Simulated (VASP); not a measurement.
BN:

```xyz
2
Lattice="0.0000 1.9980 1.9980 1.9980 0.0000 1.9980 1.9980 1.9980 0.0000" Properties=species:S:1:pos:R:3 pbc="T T T"
B     0.0000    0.0000    0.0000
N     0.9990    0.9990    0.9990
```

| Quantity | Value |
| --- | --- |
| Program | VASP 6.6.1 |
| Task | relaxation of cell and atoms |
| Functional | PBE |
| Potentials or basis | VASP PAW PBE potentials, release 64 (B, N) |
| Cutoff | 600 eV |
| k mesh | 8 × 8 × 8 |
| Occupations | gaussian, width 0.1 eV |
| Spin | no spin polarisation |

At the start: pressure -62.9 GPa; volume 7.98 Å³/atom.

Task: How do energy, volume and symmetry change on relaxing?

Result: Over 4 steps the energy falls by 502.6 meV/atom and the volume is 5.96 Å³/atom (-25.3 %); space group F-43m (No. 216, to 0.05 Å).

Step by step:
| step | energy change (eV) | largest force (eV/Å) | pressure (GPa) | volume (Å³) |
| --- | --- | --- | --- | --- |
| 1 | 0.0000 | 0.0000 | -62.88 | 15.95 |
| 2 | -0.3909 | 0.0000 | 106.93 | 9.76 |
| 3 | -1.0046 | 0.0000 | -2.50 | 11.99 |
| 4 | -1.0053 | 0.0000 | -0.27 | 11.92 |

Final structure:
```
B N
1.0
     0.00000    1.81289    1.81289
     1.81289    0.00000    1.81289
     1.81289    1.81289    0.00000
B N
1 1
Direct
  0.00000 0.00000 0.00000
  0.25000 0.25000 0.25000
```

Caveat: the volume moved by over 15 % at a fixed basis, so the end points are rough.
